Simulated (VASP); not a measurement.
# SiO2 (P4_2/mnm) in VASP: further runs, part 2 of 2

VASP 6.6.1. Earlier steps stand in the parts before.

## Step 4: Single point, HSE06 (strain +4.0%)

The input, POSCAR:

```
SiO2
1.0
    4.3525963506      0.0000000000      0.0000000000
    0.0000000000      4.3525963506      0.0000000000
    0.0000000000      0.0000000000      2.7755934866
Si O
2 4
Direct
    0.0000000000      0.0000000000      0.0000000000
    0.5000000000      0.5000000000      0.5000000000
    0.3109103466      0.3109103466      0.0000000000
    0.1890896534      0.8109103466      0.5000000000
    0.8109103466      0.1890896534      0.5000000000
    0.6890896534      0.6890896534      0.0000000000
```

The input, INCAR.step1:

```
SYSTEM = SiO2
ALGO     = Normal         ! electronic algorithm
EDIFF    = 1E-5           ! SCF threshold, eV
ENCUT    = 520            ! plane-wave cutoff, eV
GGA      = PE             ! functional
ISIF     = 2              ! what is computed and relaxed
ISMEAR   = 0              ! smearing method
LASPH    = .True.         ! aspherical terms in the spheres
LCHARG   = .False.        ! write CHGCAR
LREAL    = .False.        ! projectors in reciprocal space
LUSENCCL = .False.      
LWAVE    = .True.         ! write WAVECAR
NBANDS   = 25             ! bands
NELM     = 100            ! most SCF steps
PREC     = Accurate       ! precision mode
SIGMA    = 0.01           ! smearing width, eV
```

The input, INCAR.step2:

```
SYSTEM = SiO2
ALGO     = Normal         ! electronic algorithm
EDIFF    = 1E-6           ! SCF threshold, eV
ENCUT    = 520            ! plane-wave cutoff, eV
GGA      = PE             ! functional
HFSCREEN = 0.2079         ! screening, 1/A
ISIF     = 2              ! what is computed and relaxed
ISMEAR   = 0              ! smearing method
ISTART   = 1            
LASPH    = .True.         ! aspherical terms in the spheres
LCHARG   = .False.        ! write CHGCAR
LHFCALC  = .True.         ! exact exchange
LREAL    = .False.        ! projectors in reciprocal space
LUSENCCL = .False.      
LWAVE    = .False.        ! write WAVECAR
NBANDS   = 25             ! bands
NELM     = 100            ! most SCF steps
PREC     = Accurate       ! precision mode
PRECFOCK = Fast         
SIGMA    = 0.01           ! smearing width, eV
```

The input, KPOINTS:

```
k-points
0
Gamma
  4 4 6
  0 0 0
```

On the command line:

```console
$ cat potpaw_PBE.64/Si/POTCAR potpaw_PBE.64/O/POTCAR > POTCAR
$ cp INCAR.step1 INCAR
$ mpirun -np 1 vasp_std > vasp.out
$ cp INCAR.step2 INCAR
$ mpirun -np 1 vasp_std > vasp.out
```

It took 25 min on 1 × NVIDIA H100 80GB with 1 thread of Intel Xeon Platinum 8481C at 2.70GHz (Sapphire Rapids), shared host; peak memory 1.2 GiB.

Results (log left out):

```yaml
Free_energy: -56.6617 eV
Pressure: -30.5 GPa
Largest_force: 0.065 eV/Å
Band_gap_on_the_k_mesh: 5.71 eV
```

Forces on the atoms (eV/Å):
```
Si   0.000  0.000  0.000
Si   0.000  0.000  0.000
O    0.046  0.046  0.000
O   -0.046  0.046  0.000
O    0.046 -0.046  0.000
O   -0.046 -0.046  0.000
```

Stress tensor (GPa, compression positive):
```
-25.83   0.00   0.00
  0.00 -25.83   0.00
  0.00   0.00 -39.76
```

Levels at points of the mesh, in eV from the valence-band top:
```csv
k point,band 13,band 14,band 15,band 16,band 17,band 18,band 19,band 20
"(0.00, 0.00, 0.00)",-2.47,-0.66,-0.66,0.00,5.71,8.03,9.68,9.68
"(0.50, 0.00, 0.00)",-2.38,-2.38,-0.97,-0.97,8.25,8.25,10.28,10.28
"(0.50, 0.50, 0.00)",-2.18,-2.18,-1.98,-1.98,7.98,7.98,11.07,11.07
"(0.00, 0.00, 0.50)",-2.59,-2.59,-2.45,-2.45,9.90,9.90,13.27,13.27
"(0.50, 0.00, 0.50)",-1.94,-1.94,-1.53,-1.53,9.87,9.87,10.70,10.70
"(0.50, 0.50, 0.50)",-1.69,-1.69,-1.34,-1.34,8.22,8.22,11.98,11.98
```

Caveat: the cell differs from its parent crystal (strain +4.0%); the cell stands under tension; the PAW data sets were made with another functional, which shifts forces and pressure a little.

## Step 5: Single point, HSE06 (strain -4.0%)

The input, POSCAR:

```
SiO2
1.0
    4.0177812467      0.0000000000      0.0000000000
    0.0000000000      4.0177812467      0.0000000000
    0.0000000000      0.0000000000      2.5620862953
Si O
2 4
Direct
    0.0000000000      0.0000000000      0.0000000000
    0.5000000000      0.5000000000      0.5000000000
    0.3024450714      0.3024450714      0.0000000000
    0.1975549286      0.8024450714      0.5000000000
    0.8024450714      0.1975549286      0.5000000000
    0.6975549286      0.6975549286      0.0000000000
```

The input, INCAR.step1:

```
SYSTEM = SiO2
PREC = Accurate
ENCUT = 520
EDIFF = 1E-5
ISMEAR = 0
SIGMA = 0.01
LREAL = .FALSE.
LASPH = .TRUE.
NELM = 100
ALGO = Normal
ISIF = 2
LWAVE = .TRUE.
LCHARG = .FALSE.
GGA = PE
NBANDS = 25
```

The input, INCAR.step2:

```
SYSTEM = SiO2
PREC = Accurate
ENCUT = 520
EDIFF = 1E-7
ISMEAR = 0
SIGMA = 0.01
LREAL = .FALSE.
LASPH = .TRUE.
NELM = 100
ALGO = Normal
ISIF = 2
LWAVE = .FALSE.
LCHARG = .FALSE.
GGA = PE
LHFCALC = .TRUE.
HFSCREEN = 0.2079
PRECFOCK = Fast
ISTART = 1
NBANDS = 25
```

The input, KPOINTS:

```
Automatic mesh
0
G
  4 4 6
  0 0 0
```

Potentials or basis: VASP PAW PBE potentials, release 64 (Si, O).

On the command line:

```console
$ cat potpaw_PBE.64/Si/POTCAR potpaw_PBE.64/O/POTCAR > POTCAR
$ cp INCAR.step1 INCAR
$ mpirun -np 1 vasp_std > vasp.out
$ cp INCAR.step2 INCAR
$ mpirun -np 1 vasp_std > vasp.out
```

OUTCAR:

```text
SYSTEM = SiO2
   PREC = Accurate
   ENCUT = 520
   EDIFF = 1E-7
   ISMEAR = 0
   LREAL = .FALSE.
   LASPH = .TRUE.
   NELM = 100
   ISIF = 2
   GGA = PE
   LHFCALC = .TRUE.
   HFSCREEN = 0.2079
   PRECFOCK = Fast
   ISTART = 1

 ion  position               nearest neighbor table
   1  0.000  0.000  0.000-   4 1.70   5 1.70   4 1.70   5 1.70   3 1.72   6 1.72   2 3.12   2 3.12
                             2 3.12   2 3.12   2 3.12   2 3.12   2 3.12   2 3.12
   2  0.500  0.500  0.500-   3 1.70   6 1.70   3 1.70   6 1.70   5 1.72   4 1.72   1 3.12   1 3.12
                             1 3.12   1 3.12   1 3.12   1 3.12   1 3.12   1 3.12
   3  0.302  0.302  0.000-   2 1.70   2 1.70   1 1.72
   4  0.198  0.802  0.500-   1 1.70   1 1.70   2 1.72
   5  0.802  0.198  0.500-   1 1.70   1 1.70   2 1.72
   6  0.698  0.698  0.000-   2 1.70   2 1.70   1 1.72

  LATTYP: Found a simple tetragonal cell.
 ALAT       =     4.0177812467
 C/A-ratio  =     0.6376868570

  Lattice vectors:

 A1 = (   4.0177812467,   0.0000000000,   0.0000000000)
 A2 = (   0.0000000000,   4.0177812467,   0.0000000000)
 A3 = (   0.0000000000,   0.0000000000,   2.5620862953)

Analysis of symmetry for initial positions (statically):
=====================================================================
 Subroutine PRICEL returns:
 Original cell was already a primitive cell.

 Routine SETGRP: Setting up the symmetry group for a
 simple tetragonal supercell.

 Subroutine GETGRP returns: Found 16 space group operations
 (whereof  8 operations were pure point group operations)
 out of a pool of 16 trial point group operations.

The static configuration has the point symmetry D_2h.
 The point group associated with its full space group is D_4h.

Analysis of symmetry for dynamics (positions and initial velocities):
=====================================================================
 Subroutine PRICEL returns:
 Original cell was already a primitive cell.

 Routine SETGRP: Setting up the symmetry group for a
[... 143 lines left out ...]
   NKREDX  =     1    reduce k-point grid by
   NKREDY  =     1    reduce k-point grid by
   NKREDZ  =     1    reduce k-point grid by
   AEXX    =    0.2500 exact exchange contribution
   HFSCREEN=    0.2079 screening length (either q_TF or 0.3 A-1)
   HFSCREENC=   0.2079 screening length for correlation (either q_TF or 0.3 A-1)
   ENCUTFOCK=  -1.0 apply spherical cutoff to Coloumb kernel
   IVDW    =     0    specifies the selected vdW correction
   LEPSILON=     F    determine dielectric tensor
   LRPA    =     F    only Hartree local field effects (RPA)
 non-spin polarized calculation
 Gauss-broadening in eV      SIGMA  =   0.01
  energy-cutoff  :      520.00
  volume of cell :       41.36
 maximum number of plane-waves:      1138
 NGX is ok and might be reduce to    30
  NGX = 18; NGY = 18; NGZ = 12

 number of electron      31.9999992 magnetization

 Free energy of the ion-electron system (eV)
  ---------------------------------------------------
  ext. energy  EPLUGINS =         0.00000000
  ---------------------------------------------------
  free energy    TOTEN  =       -56.58423433 eV

  energy without entropy =      -56.58423433  energy(sigma->0) =      -56.58423433

 E-fermi :   8.6902     XC(G=0): -10.5300

 val. band max:        8.6188222402   @ k =   0.0000   0.0000   0.0000
 cond. band min:      17.8302815446   @ k =   0.0000   0.0000   0.0000
 fundamental gap:      9.2114593043
 Fermi energy:         8.6901975053

 k-point     1 :       0.0000    0.0000    0.0000
  band No.  band energies     occupation
      1     -17.0103      2.00000
      2     -12.6085      2.00000
      3     -12.6085      2.00000
      4     -12.0258      2.00000
      5      -3.8919      2.00000
      6       0.7384      2.00000
[... 661 lines left out ...]
     24      25.1515      0.00000
     25      28.9176      0.00000

------------------------ aborting loop because EDIFF is reached ----------------------------------------

  FORCE on cell =-STRESS in cart. coord.  units (eV):
  Direction    XX          YY          ZZ          XY          YZ          ZX
  --------------------------------------------------------------------------------------
  -------------------------------------------------------------------------------------
  Total       11.5163074     11.5163074     14.3861976      0.0000000      0.0000000      0.0000000
  in kB      446.1259681    446.1259681    557.3015816      0.0000000      0.0000000      0.0000000
  external PRESSURE =     483.1845059 kB  Pullay stress =       0.0000000 kB

 VOLUME and BASIS-vectors are now :
 -----------------------------------------------------------------------------
  energy-cutoff  :      520.00
  volume of cell :       41.36
      direct lattice vectors                 reciprocal lattice vectors
     4.017781247  0.000000000  0.000000000     0.248893590  0.000000000  0.000000000
     0.000000000  4.017781247  0.000000000     0.000000000  0.248893590  0.000000000
     0.000000000  0.000000000  2.562086295     0.000000000  0.000000000  0.390306916

 POSITION                                       TOTAL-FORCE (eV/Angst)
 -----------------------------------------------------------------------------------
      0.00000      0.00000      0.00000         0.000000      0.000000      0.000000
      2.00889      2.00889      1.28104         0.000000      0.000000      0.000000
      1.21516      1.21516      0.00000         0.020807      0.020807      0.000000
      0.79373      3.22405      1.28104        -0.020807      0.020807      0.000000
      3.22405      0.79373      1.28104         0.020807     -0.020807      0.000000
      2.80262      2.80262      0.00000        -0.020807     -0.020807     -0.000000
 -----------------------------------------------------------------------------------
    total drift:                               -0.000001     -0.000001     -0.000000

  FREE ENERGIE OF THE ION-ELECTRON SYSTEM (eV)
  ---------------------------------------------------
  free  energy   TOTEN  =       -56.5842343297 eV

  energy  without entropy=      -56.5842343297  energy(sigma->0) =      -56.58423433
```

OSZICAR.step1:

```text
N       E                     dE             d eps       ncg     rms          rms(c)
DAV:   1     0.137814028870E+03    0.13781E+03   -0.17967E+04  1208   0.125E+03
DAV:   2    -0.437689399780E+02   -0.18158E+03   -0.17559E+03  1513   0.290E+02
DAV:   3    -0.501295537134E+02   -0.63606E+01   -0.63358E+01  1593   0.509E+01
DAV:   4    -0.501654029652E+02   -0.35849E-01   -0.35840E-01  1443   0.449E+00
DAV:   5    -0.501656496085E+02   -0.24664E-03   -0.24662E-03  1604   0.351E-01    0.203E+01
DAV:   6    -0.451526117599E+02    0.50130E+01   -0.13246E+01  1518   0.250E+01    0.979E+00
DAV:   7    -0.451486295313E+02    0.39822E-02   -0.10246E+00  1509   0.620E+00    0.330E+00
DAV:   8    -0.451607280044E+02   -0.12098E-01   -0.33203E-02  1447   0.152E+00    0.113E+00
DAV:   9    -0.451661346182E+02   -0.54066E-02   -0.10238E-02  1467   0.834E-01    0.274E-01
DAV:  10    -0.451662976507E+02   -0.16303E-03   -0.23230E-04  1586   0.113E-01    0.376E-02
DAV:  11    -0.451662999615E+02   -0.23107E-05   -0.37103E-05  1435   0.450E-02
   1 F= -.45166300E+02 E0= -.45166300E+02  d E =-.291259E-94
```

Run time: 23 min. Hardware: 1 thread of Intel Xeon Platinum 8488C (Sapphire Rapids), shared host; peak memory 0.26 GiB.

Results:

- Free energy: -56.5842 eV
- Pressure: 48.3 GPa
- Largest force: 0.029 eV/Å
- Band gap on the k mesh: 9.21 eV

Forces in eV/Å, atoms in the order of the input:
```
Si   0.000  0.000  0.000
Si   0.000  0.000  0.000
O    0.021  0.021  0.000
O   -0.021  0.021  0.000
O    0.021 -0.021  0.000
O   -0.021 -0.021  0.000
```

Stress tensor (GPa, compression positive):
```
44.61  0.00  0.00
 0.00 44.61  0.00
 0.00  0.00 55.73
```

Levels at points of the mesh, in eV from the valence-band top:
```
           k point  band 12  band 13  band 14  band 15  band 16  band 17  band 18  band 19  band 20  band 21
(0.00, 0.00, 0.00)    -3.47    -2.41    -0.98    -0.98     0.00     9.21     9.97    11.59    11.59    13.30
(0.50, 0.00, 0.00)    -4.77    -2.85    -2.85    -1.21    -1.21    11.42    11.42    12.32    12.32    14.12
(0.50, 0.50, 0.00)    -3.65    -3.22    -3.22    -2.93    -2.93    11.16    11.16    13.54    13.54    16.57
(0.00, 0.00, 0.50)    -5.36    -3.99    -3.99    -3.29    -3.29    13.00    13.00    16.24    16.24    16.69
(0.50, 0.00, 0.50)    -4.81    -2.64    -2.64    -2.22    -2.22    11.99    11.99    13.44    13.44    15.22
(0.50, 0.50, 0.50)    -4.95    -2.02    -2.02    -1.96    -1.96    10.62    10.62    14.13    14.13    14.17
```

Caveat: the cell differs from its parent crystal (strain -4.0%); the cell stands under pressure; the PAW data sets were made with another functional, which shifts forces and pressure a little.

## Step 6: Single point, r2SCAN (strain +1.0%)

The input, POSCAR:

```
SiO2
1.0
    4.2270406866      0.0000000000      0.0000000000
    0.0000000000      4.2270406866      0.0000000000
    0.0000000000      0.0000000000      2.6955282899
Si O
2 4
Direct
    0.0000000000      0.0000000000      0.0000000000
    0.5000000000      0.5000000000      0.5000000000
    0.3071970334      0.3071970334      0.0000000000
    0.1928029666      0.8071970334      0.5000000000
    0.8071970334      0.1928029666      0.5000000000
    0.6928029666      0.6928029666      0.0000000000
```

The input, INCAR.step1:

```
  PREC = Accurate
  ENCUT = 520
  ISMEAR = 0
  SIGMA = 0.01
  LREAL = F
  LASPH = T
  NELM = 80
  NBANDS = 25
  GGA = PE
  ALGO = Normal
  EDIFF = 1E-4
  LWAVE = T
  LCHARG = F
```

The input, INCAR.step2:

```
  PREC = Accurate
  ENCUT = 520
  EDIFF = 1E-7
  ISMEAR = 0
  SIGMA = 0.01
  LREAL = F
  LASPH = T
  NELM = 80
  ALGO = Normal
  ISIF = 2
  LWAVE = F
  LCHARG = T
  METAGGA = R2SCAN
  LMIXTAU = T
  LELF = T
  LVHAR = T
  NBANDS = 25
  ISTART = 1
```

The input, KPOINTS:

```
Automatic mesh
0
Gamma
  6 6 10
```

Potentials or basis: VASP PAW PBE potentials, release 64 (Si, O).

On the command line:

```console
$ cat potpaw_PBE.64/Si/POTCAR potpaw_PBE.64/O/POTCAR > POTCAR
$ cp INCAR.step1 INCAR
$ mpirun -np 1 vasp_std > vasp.out
$ cp INCAR.step2 INCAR
$ mpirun -np 1 vasp_std > vasp.out
```

It took 79 s on 1 thread of Intel Xeon 6975P-C (Granite Rapids), shared host; peak memory 0.18 GiB.

It converged, with:

```yaml
Free_energy: -58.7516 eV
Pressure: -8.5 GPa
Largest_force: 0.021 eV/Å
Band_gap_on_the_k_mesh: 6.00 eV
```

Forces in eV/Å, atoms in the order of the input:
```
Si   0.000  0.000  0.000
Si   0.000  0.000  0.000
O   -0.015 -0.015  0.000
O    0.015 -0.015  0.000
O   -0.015  0.015  0.000
O    0.015  0.015  0.000
```

Stress tensor (GPa, compression positive):
```
 -7.76   0.00   0.00
  0.00  -7.76   0.00
  0.00   0.00 -10.03
```

Levels at points of the mesh, in eV from the valence-band top:
```tsv
k point	band 13	band 14	band 15	band 16	band 17	band 18	band 19	band 20
(0.00, 0.00, 0.00)	-2.53	-0.85	-0.85	0.00	6.00	7.48	9.24	9.24
(0.50, 0.00, 0.00)	-2.67	-2.67	-1.05	-1.05	8.28	8.28	9.82	9.82
(0.50, 0.50, 0.00)	-2.56	-2.56	-2.21	-2.21	7.99	7.99	10.75	10.75
(0.00, 0.00, 0.50)	-2.94	-2.94	-2.61	-2.61	9.75	9.75	13.42	13.42
(0.50, 0.00, 0.50)	-2.23	-2.23	-1.72	-1.72	9.52	9.52	10.55	10.55
(0.50, 0.50, 0.50)	-1.75	-1.75	-1.52	-1.52	7.87	7.87	11.71	11.71
```

Caveat: the cell differs from its parent crystal (strain +1.0%); the cell stands under tension; the PAW data sets were made with another functional, which shifts forces and pressure a little.

## Step 7: The runs side by side

| level | cell | k mesh | grid for exact exchange (PRECFOCK) | share of exact exchange | screening parameter | gap on the mesh (eV) | pressure (GPa) | largest force (eV/Å) |
| --- | --- | --- | --- | --- | --- | --- | --- | --- |
| r2SCAN | a = 4.101, b = 4.101, c = 2.615 Å, 6 atoms, atomic positions A | 6 × 6 × 10 | - | - | - | 7.60 | 22.5 | 0.03 |
| r2SCAN | a = 4.143, b = 4.143, c = 2.642 Å, 6 atoms, atomic positions A | 6 × 6 × 10 | - | - | - | 7.04 | 10.7 | 0.02 |
| HSE06 | a = 4.353, b = 4.353, c = 2.776 Å, 6 atoms, atomic positions B | 4 × 4 × 6 | Fast | 0.25 | 0.2079 1/Å | 5.71 | -30.5 | 0.06 |
| HSE06 | a = 4.018, b = 4.018, c = 2.562 Å, 6 atoms, atomic positions A | 4 × 4 × 6 | Fast | 0.25 | 0.2079 1/Å | 9.21 | 48.3 | 0.03 |
| r2SCAN | a = 4.227, b = 4.227, c = 2.696 Å, 6 atoms, atomic positions C | 6 × 6 × 10 | - | - | - | 6.00 | -8.5 | 0.02 |

Alike in all rows: task single point; potentials or basis VASP PAW PBE potentials, release 64 (Si, O); no spin polarisation; cutoff (eV) 520; smearing gaussian 0.01 eV.

Caveats: the PAW data sets were made with another functional, which shifts forces and pressure a little; the cell stands under pressure (at least some runs); the cell stands under tension (at least some runs).

Absolute energies hang on the potentials; compare differences alone.
